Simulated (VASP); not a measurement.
A run of VASP 6.6.1 is set up as follows.

INCAR

```
SYSTEM = Ni
PREC = Accurate
ENCUT = 520
EDIFF = 1E-6
ISMEAR = -1
SIGMA = 0.1
LREAL = .False.
LASPH = .True.
NELM = 150
ALGO = Normal
ISIF = 2
LWAVE = .False.
LCHARG = .True.
ISPIN = 2
MAGMOM = 1 -1
LORBIT = 11
LMAXMIX = 4
GGA = PS
LELF = .True.
LVHAR = .True.
NBANDS = 21
```

File KPOINTS:

```
regular mesh
0
Gamma
  16 16 8
  0 0 0
```

POSCAR

```
Ni
1.0
    2.4274474307      0.0000000000      0.0000000000
   -1.2137237154      2.1022336115      0.0000000000
    0.0000000000      0.0000000000      4.0385830877
Ni
2
Direct
    0.3333333333      0.6666666667      0.2500000000
    0.6666666667      0.3333333333      0.7500000000
```

Potentials or basis: VASP PAW PBE potentials, release 64 (Ni).

Command:

```bash
$ cat potpaw_PBE.64/Ni/POTCAR > POTCAR
$ mpirun -np 1 vasp_std > vasp.out
```

Problem. Predict the pressure.

Solution. 1.9 GPa.

Problem. What does it give for the net moment?

Solution. 0.00 μB per cell.

Stress tensor (GPa, compression positive):
```
 2.99  0.00  0.00
 0.00  2.99  0.00
 0.00  0.00 -0.19
```

Caveat: the PAW data sets were made with another functional, which shifts forces and pressure a little.
